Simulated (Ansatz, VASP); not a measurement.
**GaN in VASP and in Ansatz**

```xyz
2
Lattice="0.0111 2.2333 2.2333 2.2333 0.0111 2.2333 2.2333 2.2333 0.0111" Properties=species:S:1:pos:R:3 pbc="T T T"
Ga    0.0017    0.0017    0.0017
N     1.1177    1.1177    1.1177
```

Change from the starting cell: equal xy, yz and zx engineering shears of +0.5 %.

Alike in both runs: functional LDA; k mesh 10 × 10 × 10; non-collinear spin, spin-orbit coupling.

Ansatz relaxed the structure, and its values are those at the end. VASP's run is a single point on that final structure, the one shown.

|  | VASP | Ansatz |
| --- | --- | --- |
| version | VASP 6.6.1 | Ansatz 0.2.0 |
| potentials or method | VASP PAW LDA potentials, release 64 (Ga_d, N), cutoff 520 eV | all-electron LAPW |
| occupations | gaussian, width 0.01 eV | fixed |

|  | VASP | Ansatz | Ansatz less VASP |
| --- | --- | --- | --- |
| pressure (GPa) | 1.1 | 0.2 | -0.92 |

LDA's correlation is that of Perdew and Zunger in VASP and of Perdew and Wang (1992) in Ansatz. Ansatz ran all-electron here, and VASP with PAW potentials.
